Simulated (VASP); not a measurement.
Set up this calculation in VASP 6.6.1, as the native input.

* Task: single point
* Functional: PBEsol
* Potentials or basis: VASP PAW PBE potentials, release 64 (Ti_sv)
* Cutoff: 550 eV
* k mesh: 12 × 12 × 14
* Occupations: gaussian, width 0.15 eV
* Spin: no spin polarisation
* Dipole correction: no
* Second try: not_converged
* Further INCAR settings: ALGO = All; EDIFF = 1e-06; NBANDS = 25

The structure of Ti lies in POSCAR:

```
Ti
1.0
    4.4336000000      0.0000000000      0.0000000000
   -2.2168000000      3.8396102302      0.0000000000
    0.0000000000      0.0000000000      3.0669000000
Ti
3
Direct
    0.0000000000      0.0000000000      0.0000000000
    0.3333333333      0.6666666667      0.5000000000
    0.6666666667      0.3333333333      0.5000000000
```

This isn't the form of Ti at room conditions, which is hcp.

One way to write it, as run:

INCAR

```
PREC     = Accurate       # precision mode
ENCUT    = 550            # plane-wave cutoff, eV
EDIFF    = 1E-6           # SCF threshold, eV
ISMEAR   = 0              # smearing method
SIGMA    = 0.15           # smearing width, eV
LREAL    = False          # projectors in reciprocal space
LASPH    = True           # aspherical terms in the spheres
NELM     = 300            # most SCF steps
ALGO     = All            # electronic algorithm
ISIF     = 2              # what is computed and relaxed
LWAVE    = False          # write WAVECAR
LCHARG   = False          # write CHGCAR
GGA      = PS             # functional
NBANDS   = 25             # bands
GGA_COMPAT= False        
ISEARCH  = 1            
KPAR     = 4
```

KPOINTS

```
regular mesh
0
Gamma
  12 12 14
```

Potentials or basis: VASP PAW PBE potentials, release 64 (Ti_sv).

Launch:

```sh
$ cat potpaw_PBE.64/Ti_sv/POTCAR > POTCAR
$ mpirun -np 4 vasp_std > vasp.out
```

Results of the run:

```json
{"Pressure": "-5.9 GPa", "Band gap on the k mesh": "zero (bands 18 and 19 overlap by 0.59 eV)"}
```

Caveat: the stress differs along the axes, from -17 to -0 GPa; the PAW data sets were made with another functional, which shifts forces and pressure a little.

Run time: 63 s on 4 MPI ranks on AMD EPYC 9R45 96-Core Processor (Zen 5), with other jobs on the host, peak memory 0.45 GiB a rank.
